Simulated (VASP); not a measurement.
## NiO: single point with PBE

**What was measured.**

“Local correlations, non-local screening, multiplets, and band formation in NiO”, 2012, arxiv:1210.6675 quotes, for a bulk crystal of NiO: band gap 4.3 eV.

Crystal: NiO.

```
Ni O
1.0
     0.00000    2.09131    2.09131
     2.09131    0.00000    2.09131
     2.09131    2.09131    0.00000
Ni O
1 1
Direct
  0.00000 0.00000 0.00000
  0.50000 0.50000 0.50000
```

* Program: VASP 6.6.1
* Task: single point
* Functional: PBE
* Potentials or basis: VASP PAW PBE potentials, release 64 (Ni, O)
* Cutoff: 520 eV
* k mesh: 11 × 11 × 11
* Occupations: fermi-dirac, width 0.05 eV
* Spin: no spin polarisation
* Dipole correction: no
* Further INCAR settings: ALGO = Normal; EDIFF = 1e-06; NBANDS = 15

| Property | Result |
| --- | --- |
| Pressure | -2.9 GPa |
| Band gap on the k mesh | zero (band 8 reaches 9.04 eV, above the bottom of band 9 at 6.28 eV) |

Levels at points of the mesh, in eV from the Fermi level:
```csv
k point,band 6,band 7,band 8,band 9,band 10,band 11
"(0.00, 0.00, 0.00)",-1.85,-1.85,-1.53,-1.53,1.62,17.84
```

It took 40 s on 1 thread of AMD EPYC 7R13, with other jobs on the host, peak memory 0.12 GiB.

A measured gap of NiO is 4.3 eV (quoted in “Local correlations, non-local screening, multiplets, and band formation in NiO”, 2012, arxiv:1210.6675); the calculated 0.00 eV misses it by -4.30 eV. So large a miss can be the level of theory's own, or it may mean another phase, state or a wrong row. The value is that of PBE on a finite k mesh, which can miss the band edges, without temperature or zero-point motion. Semilocal functionals fall short of measured gaps as a rule.

Caveat: the run has no spin polarisation, though such a crystal can be magnetic; semilocal functionals often make such compounds metallic where correlation or magnetic order opens a gap, which also shifts bond lengths. Spin polarisation is off, so any magnetic state and its effect on volume and gap are missing.
